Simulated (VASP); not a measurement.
# Ti (P6/mmm) in VASP: further runs

Runs on Ti. Level: r2SCAN. Tasks: single point.

All numbers are computed with VASP 6.6.1; they aren't measurements. Logs are shortened: lines on timing, memory, paths and dates and some standing lists are left out, and cuts for length are marked.

## (1) The cell of the first run

Symmetry: P6/mmm, No. 191, hexagonal system. The conventional cell has a = 4.519 Å, b = 4.519 Å, c = 2.800 Å, α = 90.00°, β = 90.00°, γ = 120.00°. Within 3.7 Å of Ti (site symmetry 6/mmm) lie 14 Ti at 2.80 to 2.96 Å. Ti (site symmetry -6m2) has 11 Ti at 2.61 to 2.96 Å within 3.4 Å.

This isn't the form of Ti at room conditions, which is hcp.

## (2) Single point, r2SCAN (16.51 Å³/atom)

POSCAR

```
Ti
1.0
    4.5187416407      0.0000000000      0.0000000000
   -2.2593708204      3.9133450540      0.0000000000
    0.0000000000      0.0000000000      2.8001045835
Ti
3
Direct
    0.0000000000      0.0000000000      0.0000000000
    0.3333333333      0.6666666667      0.5000000000
    0.6666666667      0.3333333333      0.5000000000
```

INCAR.step1

```
PREC = Accurate
ENCUT = 520
ISMEAR = 0
SIGMA = 0.1
LREAL = F
LASPH = T
NELM = 80
NBANDS = 25
GGA = PE
ALGO = Normal
EDIFF = 1E-4
LWAVE = T
LCHARG = F
```

INCAR.step2

```
PREC = Accurate
ENCUT = 520
EDIFF = 1E-6
ISMEAR = 0
SIGMA = 0.1
LREAL = F
LASPH = T
NELM = 80
ALGO = Normal
ISIF = 2
LWAVE = F
LCHARG = T
METAGGA = R2SCAN
LMIXTAU = T
LELF = T
LVHAR = T
NBANDS = 25
ISTART = 1
```

KPOINTS

```
Automatic mesh
0
Gamma
  12 12 14
```

Potentials or basis: VASP PAW PBE potentials, release 64 (Ti_sv).

Launch:

```console
cat potpaw_PBE.64/Ti_sv/POTCAR > POTCAR
cp INCAR.step1 INCAR
mpirun -np 1 vasp_std > vasp.out
cp INCAR.step2 INCAR
mpirun -np 1 vasp_std > vasp.out
```

OUTCAR:

```text
PREC = Accurate
   ENCUT = 520
   EDIFF = 1E-6
   ISMEAR = 0
   LREAL = F
   LASPH = T
   NELM = 80
   ISIF = 2
   METAGGA = R2SCAN
   ISTART = 1

 ion  position               nearest neighbor table
   1  0.000  0.000  0.000-
   2  0.333  0.667  0.500-   3 2.61   3 2.61   3 2.61
   3  0.667  0.333  0.500-   2 2.61   2 2.61   2 2.61

  LATTYP: Found a hexagonal cell.
 ALAT       =     4.5187416407
 C/A-ratio  =     0.6196646779

  Lattice vectors:

 A1 = (   4.5187416407,   0.0000000000,   0.0000000000)
 A2 = (  -2.2593708204,   3.9133450540,   0.0000000000)
 A3 = (   0.0000000000,   0.0000000000,   2.8001045835)

Analysis of symmetry for initial positions (statically):
=====================================================================
 Subroutine PRICEL returns:
 Original cell was already a primitive cell.

 Routine SETGRP: Setting up the symmetry group for a
 hexagonal supercell.

 Subroutine GETGRP returns: Found 24 space group operations
 (whereof 24 operations were pure point group operations)
 out of a pool of 24 trial point group operations.

The static configuration has the point symmetry D_6h.

Analysis of symmetry for dynamics (positions and initial velocities):
=====================================================================
 Subroutine PRICEL returns:
 Original cell was already a primitive cell.

 Routine SETGRP: Setting up the symmetry group for a
 hexagonal supercell.

 Subroutine GETGRP returns: Found 24 space group operations
 (whereof 24 operations were pure point group operations)
 out of a pool of 24 trial point group operations.

The dynamic configuration has the point symmetry D_6h.

 Subroutine INISYM returns: Found 24 space group operations
 (whereof 24 operations are pure point group operations),
 and found     1 'primitive' translations

----------------------------------------------------------------------------------------

                                     Primitive cell

  volume of cell :      49.5154

  direct lattice vectors                    reciprocal lattice vectors
     4.518741641  0.000000000  0.000000000     0.221300548  0.127767931  0.000000000
    -2.259370820  3.913345054  0.000000000     0.000000000  0.255535862  0.000000000
     0.000000000  0.000000000  2.800104584     0.000000000  0.000000000  0.357129518

  length of vectors
     4.518741641  4.518741641  2.800104584     0.255535862  0.255535862  0.357129518

  position of ions in fractional coordinates (direct lattice)
     0.000000000  0.000000000  0.000000000
     0.333333333  0.666666667  0.500000000
     0.666666667  0.333333333  0.500000000

  ion indices of the primitive-cell ions
   primitive index   ion index
                 1           1
                 2           2
                 3           3

----------------------------------------------------------------------------------------

 KPOINTS: Automatic mesh

Automatic generation of k-mesh.
 Grid dimensions read from file:
 generate k-points for:   12   12   14

 Generating k-lattice:

  Cartesian coordinates                     Fractional coordinates (reciprocal lattice)
     0.018441712  0.010647328  0.000000000     0.083333333 -0.000000000  0.000000000
     0.000000000  0.021294655  0.000000000     0.000000000  0.083333333  0.000000000
     0.000000000  0.000000000  0.025509251     0.000000000  0.000000000  0.071428571

  Length of vectors
     0.021294655  0.021294655  0.025509251

  Shift w.r.t. Gamma in fractional coordinates (k-lattice)
     0.000000000  0.000000000  0.000000000

 Subroutine IBZKPT returns following result:
 ===========================================

 Found    152 irreducible k-points:

 Following reciprocal coordinates:
            Coordinates               Weight
  0.000000  0.000000  0.000000      1.000000
  0.083333 -0.000000  0.000000      6.000000
  0.166667 -0.000000  0.000000      6.000000
  0.250000 -0.000000  0.000000      6.000000
  0.333333 -0.000000  0.000000      6.000000
  0.416667 -0.000000  0.000000      6.000000
[... 16 lines left out ...]
  0.250000 -0.000000  0.071429     12.000000
  0.333333 -0.000000  0.071429     12.000000
 [... further k-points ...]
   k-points           NKPTS =    152   k-points in BZ     NKDIM =    152   number of bands    NBANDS=     25
   number of dos      NEDOS =    301   number of ions     NIONS =      3
   total plane-waves  NPLWV =  31104
   dimension x,y,z NGX =    36 NGY =   36 NGZ =   24
   dimension x,y,z NGXF=    72 NGYF=   72 NGZF=   48
   ions per type =               3
   NGX,Y,Z   is equivalent  to a cutoff of  13.24, 13.24, 14.25 a.u.
   NGXF,Y,Z  is equivalent  to a cutoff of  26.49, 26.49, 28.50 a.u.
 SYSTEM =  unknown system
   PREC   = accura    normal or accurate (medium, high low for compatibility)
   ISTART =      1    job   : 0-new  1-cont  2-samecut
   ICHARG =      0    charge: 1-file 2-atom 10-const
   ISPIN  =      1    spin polarized calculation?
   LNONCOLLINEAR =      F non collinear calculations
   LSORBIT =      F    spin-orbit coupling
   LASPH  =      T    aspherical Exc in radial PAW
   ENCUT  =  520.0 eV  38.22 Ry    6.18 a.u.   8.40  8.40  5.21*2*pi/ulx,y,z
   NELM   =     80;   NELMIN=  2; NELMDL=  0     # of ELM steps
   EDIFF  = 0.1E-05   stopping-criterion for ELM
   LREAL  =      F    real-space projection
   EDIFFG = 0.1E-04   stopping-criterion for IOM
   NSW    =      0    number of steps for IOM
   IBRION =     -1    ionic relax: 0-MD 1-quasi-New 2-CG
   NFREE  =      0    steps in history (QN), initial steepest desc. (CG)
   ISIF   =      2    stress and relaxation
   ISYM   =      2    0-nonsym 1-usesym 2-fastsym
   POTIM  = 0.5000    time-step for ionic-motion
   TEBEG  =    0.0;   TEEND  =   0.0 temperature during run
   PSTRESS=    0.0 pullay stress
   NELECT =      36.0000    total number of electrons
   NUPDOWN=      -1.0000    fix difference up-down
   EMIN   =  10.00;   EMAX   =-10.00  energy-range for DOS
   EFERMI =   0.00;   METHOD = LEGACY
   ISMEAR =     0;   SIGMA  =   0.10  broadening in eV -4-tet -1-fermi 0-gaus
   EFERMI_NEDOS =   21; number of points for ismear=-14 and -15
   IALGO  =     38    algorithm
   IMIX   =      4    mixing-type and parameters
     AMIX     =   0.40;   BMIX     =  1.00
     AMIX_MAG =   1.60;   BMIX_MAG =  1.00
  volume/ion in A,a.u.               =      16.51       111.38
  Fermi-wavevector in a.u.,A,eV,Ry     =   1.472072  2.781813 29.483767  2.166996
  Thomas-Fermi vector in A             =   2.587131
   LORBIT       =      0    0 simple, 1 ext, 2 COOP (PROOUT), +10 PAW based schemes
   METAGGA = R2SCAN    functional components
   LHFCALC =     F    Hartree Fock is set to
   AEXX    =    0.0000 exact exchange contribution
   IVDW    =     0    specifies the selected vdW correction
   LEPSILON=     F    determine dielectric tensor
   LRPA    =     F    only Hartree local field effects (RPA)
 non-spin polarized calculation
 Gauss-broadening in eV      SIGMA  =   0.10
  energy-cutoff  :      520.00
  volume of cell :       49.52
 maximum number of plane-waves:      1366
 NGX is ok and might be reduce to    36
   NGX = 17   NGY = 17   NGZ = 11

 number of electron      36.0000007 magnetization

 Free energy of the ion-electron system (eV)
  ---------------------------------------------------
  ext. energy  EPLUGINS =         0.00000000
  ---------------------------------------------------
  free energy    TOTEN  =       -38.88179825 eV

  energy without entropy =      -38.87103313  energy(sigma->0) =      -38.87641569

 E-fermi :   8.8437     XC(G=0): -12.6642

 val. band max:        8.8377144267   @ k =   0.2500   0.1667   0.0000
 cond. band min:       8.8596858195   @ k =   0.5000  -0.0000   0.2143
 fundamental gap:      0.0219713928
 Fermi energy:         8.8436643619

 k-point     1 :       0.0000    0.0000    0.0000
  band No.  band energies     occupation
      1     -50.3528      2.00000
      2     -50.1013      2.00000
      3     -49.9157      2.00000
      4     -25.6330      2.00000
      5     -25.6329      2.00000
      6     -25.5806      2.00000
[... 17 lines left out ...]
     24      10.8457      0.00000
     25      10.9794      0.00000

 k-point     2 :       0.0833   -0.0000    0.0000
  band No.  band energies     occupation
      1     -50.3512      2.00000
      2     -50.0998      2.00000
      3     -49.9189      2.00000
      4     -25.6783      2.00000
      5     -25.6709      2.00000
      6     -25.5343      2.00000
[... 17 lines left out ...]
     24      10.6778      0.00000
     25      11.1925      0.00000

 k-point     3 :       0.1667   -0.0000    0.0000
  band No.  band energies     occupation
      1     -50.3470      2.00000
      2     -50.0950      2.00000
      3     -49.9282      2.00000
      4     -25.7373      2.00000
      5     -25.7025      2.00000
      6     -25.4727      2.00000
[... 17 lines left out ...]
     24      10.5745      0.00000
     25      11.4717      0.00000

 k-point     4 :       0.2500   -0.0000    0.0000
  band No.  band energies     occupation
      1     -50.3414      2.00000
      2     -50.0866      2.00000
      3     -49.9427      2.00000
      4     -25.7887      2.00000
      5     -25.7051      2.00000
      6     -25.4174      2.00000
[... 17 lines left out ...]
     24      10.8495      0.00000
     25      11.7356      0.00000

 k-point     5 :       0.3333   -0.0000    0.0000
  band No.  band energies     occupation
      1     -50.3360      2.00000
      2     -50.0750      2.00000
      3     -49.9602      2.00000
      4     -25.8281      2.00000
      5     -25.6780      2.00000
      6     -25.3739      2.00000
[... 17 lines left out ...]
     24      11.1890      0.00000
     25      11.7781      0.00000

 k-point     6 :       0.4167   -0.0000    0.0000
  band No.  band energies     occupation
      1     -50.3322      2.00000
      2     -50.0626      2.00000
      3     -49.9768      2.00000
      4     -25.8528      2.00000
      5     -25.6297      2.00000
      6     -25.4082      2.00000
[... 17 lines left out ...]
     24      11.3893      0.00000
     25      11.5664      0.00000
[... 393 lines left out ...]
 k-point    21 :       0.0833   -0.0000    0.0714
  band No.  band energies     occupation
      1     -50.3471      2.00000
      2     -50.0974      2.00000
      3     -49.9159      2.00000
      4     -25.6717      2.00000
      5     -25.6647      2.00000
      6     -25.5314      2.00000
[... 17 lines left out ...]
     24      10.6835      0.00000
     25      11.2707      0.00000

 k-point    22 :       0.1667   -0.0000    0.0714
  band No.  band energies     occupation
      1     -50.3431      2.00000
      2     -50.0925      2.00000
      3     -49.9252      2.00000
      4     -25.7297      2.00000
      5     -25.6961      2.00000
      6     -25.4712      2.00000
[... 17 lines left out ...]
     24      10.6055      0.00000
     25      11.5435      0.00000

 k-point    23 :       0.2500   -0.0000    0.0714
  band No.  band energies     occupation
      1     -50.3377      2.00000
      2     -50.0839      2.00000
      3     -49.9396      2.00000
      4     -25.7803      2.00000
      5     -25.6994      2.00000
      6     -25.4176      2.00000
[... 17 lines left out ...]
     24      10.8296      0.00000
     25      11.8317      0.00000

 k-point    24 :       0.3333   -0.0000    0.0714
  band No.  band energies     occupation
      1     -50.3326      2.00000
      2     -50.0720      2.00000
      3     -49.9571      2.00000
      4     -25.8190      2.00000
      5     -25.6738      2.00000
      6     -25.3770      2.00000
[... 17 lines left out ...]
     24      11.1657      0.00000
     25      11.7518      0.00000

 [... further k-points ...]
[... 5 lines left out ...]
  --------------------------------------------------------------------------------------
  -------------------------------------------------------------------------------------
  Total        1.3296151      1.3296151      1.2633007     -0.0000000      0.0000000     -0.0000000
  in kB       43.0225971     43.0225971     40.8768487     -0.0000000      0.0000000     -0.0000000
  external PRESSURE =      42.3073476 kB  Pullay stress =       0.0000000 kB

 VOLUME and BASIS-vectors are now :
 -----------------------------------------------------------------------------
  energy-cutoff  :      520.00
  volume of cell :       49.52
      direct lattice vectors                 reciprocal lattice vectors
     4.518741641  0.000000000  0.000000000     0.221300548  0.127767931  0.000000000
    -2.259370820  3.913345054  0.000000000     0.000000000  0.255535862  0.000000000
     0.000000000  0.000000000  2.800104584     0.000000000  0.000000000  0.357129518

 POSITION                                       TOTAL-FORCE (eV/Angst)
 -----------------------------------------------------------------------------------
      0.00000      0.00000      0.00000         0.000000      0.000000      0.000000
     -0.00000      2.60890      1.40005         0.000000      0.000000     -0.000000
      2.25937      1.30445      1.40005        -0.000000      0.000000      0.000000
 -----------------------------------------------------------------------------------
    total drift:                                0.000000      0.000000     -0.000000

  FREE ENERGIE OF THE ION-ELECTRON SYSTEM (eV)
  ---------------------------------------------------
  free  energy   TOTEN  =       -38.8817982536 eV

  energy  without entropy=      -38.8710331343  energy(sigma->0) =      -38.87641569
```

Run time: 5.9 min. Hardware: 1 thread of Intel Xeon 6975P-C (Granite Rapids), shared host; peak memory 0.27 GiB.

What came out:

```
Free energy            : -38.8818 eV
Pressure               : 4.2 GPa
Band gap on the k mesh : zero (bands 18 and 19 overlap by 0.27 eV)
```

Levels at points of the mesh, in eV from the Fermi level:
```tsv
k point	band 15	band 16	band 17	band 18	band 19	band 20	band 21	band 22
(0.00, 0.00, 0.00)	-0.81	-0.81	-0.78	-0.78	0.04	0.85	1.48	1.48
(0.50, 0.00, 0.00)	-2.86	-0.46	-0.37	-0.37	0.07	0.66	1.05	1.16
(0.00, 0.00, 0.50)	-2.32	-1.99	-1.87	-1.87	1.16	1.16	1.44	1.44
(0.50, 0.00, 0.50)	-1.91	-1.35	-0.86	-0.79	0.45	0.94	1.00	1.20
```

Caveat: the cell stands under pressure; the PAW data sets were made with another functional, which shifts forces and pressure a little.

(Continued in part 2 of 2.)

The gap in the log of VASP goes by the Fermi energy; the results here count the filled bands.